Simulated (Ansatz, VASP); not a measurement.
## One calculation of CdS, two programs

```
CELL_PARAMETERS angstrom
4.13480 -0.06202 -0.06202
-2.12111 3.61185 -0.02270
-0.10124 -0.10124 6.74900
ATOMIC_POSITIONS crystal
Cd 0.33333 0.66667 0.00000
Cd 0.66667 0.33333 0.50000
S 0.33333 0.66667 0.38500
S 0.66667 0.33333 0.88500
```

Change from the starting cell: equal xy, yz and zx shear strains of -3 %.

Alike in both runs: task single point; functional PBEsol; k mesh 7 × 7 × 4; occupations fermi-dirac, width 0.01 eV; no spin polarisation.

|  | VASP | Ansatz |
| --- | --- | --- |
| version | VASP 6.6.1 | Ansatz 0.2.0 |
| potentials or method | VASP PAW PBE potentials, release 64 (Cd, S), cutoff 520 eV | all-electron LAPW, scalar-relativistic |

|  | VASP | Ansatz | Ansatz less VASP |
| --- | --- | --- | --- |
| gap on the k mesh at the Fermi level (eV) | 1.01 | 1.01 | -0.003 |
| pressure (GPa) | -0.1 | -0.4 | -0.36 |
| traceless stress, the component that is largest in VASP (GPa) | -1.47 | -1.41 | +0.057 |
| rms of the force components (eV/Å) | 0.226 | 0.218 | -0.0079 |

VASP's potentials were made for PBE, not for PBEsol. Atom by atom the forces differ by 0.008 eV/Å (rms over components). Ansatz ran all-electron here, and VASP with PAW potentials.
